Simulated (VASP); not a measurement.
CdS (Hawleyite):

```
Cd S
1.0
     0.00000    2.91650    2.91650
     2.91650    0.00000    2.91650
     2.91650    2.91650    0.00000
Cd S
1 1
Direct
  0.00000 0.00000 0.00000
  0.75000 0.75000 0.75000
```

* Program: VASP 6.6.1
* Task: relaxation of cell and atoms
* Functional: BLYP
* Potentials or basis: VASP PAW PBE potentials, release 64 (Cd, S)
* Cutoff: 600 eV
* k mesh: 8 × 8 × 8
* Occupations: fermi-dirac, width 0.05 eV
* Spin: no spin polarisation

At the start: pressure 6.5 GPa; volume 24.81 Å³/atom.

Problem. How do energy, volume and symmetry change on relaxing?

Solution. Over 3 steps the energy falls by 52.4 meV/atom and the volume is 27.65 Å³/atom (+11.4 %); space group F-43m (No. 216, to 0.05 Å).

Step by step:
```
step  energy change (eV)  largest force (eV/Å)  pressure (GPa)  volume (Å³)
   1              0.0000                0.0000            6.51        49.62
   2             -0.0960                0.0000           -1.45        57.21
   3             -0.1047                0.0000            0.03        55.29
```

Final structure:
```
Cd S
1.0
     0.00000    3.02370    3.02370
     3.02370    0.00000    3.02370
     3.02370    3.02370    0.00000
Cd S
1 1
Cartesian
  0.0000 0.0000 0.0000
  4.5356 4.5356 4.5356
```

Caveat: the PAW data sets were made with another functional, which shifts forces and pressure a little; the volume moved by +11 % from the deposited cell, more than functionals usually miss.
